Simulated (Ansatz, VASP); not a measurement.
## CdInS2O: VASP beside Ansatz

```xyz
5
Lattice="4.7040 0.0000 0.0000 0.0000 4.7040 0.0000 0.0000 0.0000 4.7040" Properties=species:S:1:pos:R:3 pbc="T T T"
Cd    2.3520    2.3520    2.3520
In    0.0000    0.0000    0.0000
S     2.3520    0.0000    0.0000
S     0.0000    2.3520    0.0000
O     0.0000    0.0000    2.3520
```

Alike in both runs: task single point; functional PBE; k mesh 4 × 4 × 4; occupations gaussian, width 0.1 eV; no spin polarisation.

```csv
,VASP,Ansatz
version,VASP 6.6.1,Ansatz 0.2.0
potentials or method,"VASP PAW PBE potentials, release 64 (Cd, In_d, S, O), cutoff 520 eV","scalar-relativistic, plane waves, PAW"
valence electrons in the cell,43,51
```

```csv
,VASP,Ansatz,Ansatz less VASP
gap on the k mesh at the Fermi level (eV),none,none,-
pressure (GPa),3.4,3.4,+0.03
"traceless stress, the component that is largest in VASP (GPa)",-15.78,-15.92,-0.132
```

A gap of «none» marks a metal or a gap that the smearing closes. VASP's potentials hold 43 valence electrons a cell and Ansatz's 51, so a difference there can come from the potentials and not from the codes.
